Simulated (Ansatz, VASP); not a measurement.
**Al2Cu in VASP and in Ansatz**

```xyz
6
Lattice="1.4503 -2.5093 -0.0086 -4.3201 -2.4914 -0.0706 -0.0674 -0.0604 -6.2960" Properties=species:S:1:pos:R:3 pbc="T T T"
Al   -2.9640   -3.3389   -5.3249
Al   -0.0647   -3.4419   -5.1690
Al   -1.5415   -4.1030   -1.1321
Al   -0.0084   -1.7271   -1.2269
Cu   -1.3952   -2.5803   -3.1642
Cu   -4.2729   -2.4926   -3.1480
```

Change from the starting cell: cell x2, atoms moved at random (sigma 0.05 Å) and cell strained at random (1.5 %), then relaxed without symmetry.

Alike in both runs: task relaxation of cell and atoms; functional PBE; k mesh 8 × 4 × 4; occupations gaussian, width 0.2 eV; no spin polarisation.

|  | VASP | Ansatz |
| --- | --- | --- |
| version | VASP 6.6.1 | Ansatz 0.2.0 |
| potentials or method | VASP PAW PBE potentials, release 64 (Al, Cu), cutoff 600 eV | scalar-relativistic, plane waves, PAW |
| valence electrons in the cell | 34 | 50 |

|  | VASP | Ansatz | Ansatz less VASP |
| --- | --- | --- | --- |
| gap on the k mesh at the Fermi level, each at its own relaxed structure (eV) | none | none | - |
| relaxed volume (Å³/atom) | 14.76 | 14.75 | -0.003 |
| relaxed cell length with the largest relative difference (Å) | 2.799 | 2.822 | +0.0236 |

A gap of «none» marks a metal or a gap that the smearing closes. VASP's potentials hold 34 valence electrons a cell and Ansatz's 50, so a difference there can come from the potentials and not from the codes.
